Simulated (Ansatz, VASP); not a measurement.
# Two plane-wave programs on Te

```xyz
3
Lattice="2.0885 1.2058 6.3758 -2.0885 1.2058 6.3758 0.0000 -2.4116 6.3758" Properties=species:S:1:pos:R:3 pbc="T T T"
Te    0.0000    0.0000    0.0000
Te    0.0000    0.0000    4.5268
Te    0.0000    0.0000   14.6005
```

Alike in both runs: functional PBEsol; k mesh 6 × 6 × 6; occupations gaussian, width 0.1 eV; no spin polarisation.

Ansatz relaxed the structure, and its values are those at the end. VASP's run is a single point on that final structure, the one shown.

|  | VASP | Ansatz |
| --- | --- | --- |
| version | VASP 6.6.1 | Ansatz 0.2.0 |
| potentials or method | VASP PAW PBE potentials, release 64 (Te), cutoff 520 eV | scalar-relativistic, plane waves, PAW |
| valence electrons in the cell | 18 | 48 |

Ansatz gave:

```
gap on the k mesh at the Fermi level (eV) : 0.11
least direct gap on the mesh (eV)         : 0.22
pressure (GPa)                            : 0.1
rms of the force components (eV/Å)        : 0.001
```

Q: What did VASP give for the same quantities?

A: gap on the k mesh at the Fermi level (eV): 0.12; least direct gap on the mesh (eV): 0.23; pressure (GPa): 0.2; rms of the force components (eV/Å): 0.006.

VASP's potentials were made for PBE, not for PBEsol. VASP's potentials hold 18 valence electrons a cell and Ansatz's 48, so a difference there can come from the potentials and not from the codes.

Neither program's run includes spin-orbit coupling.
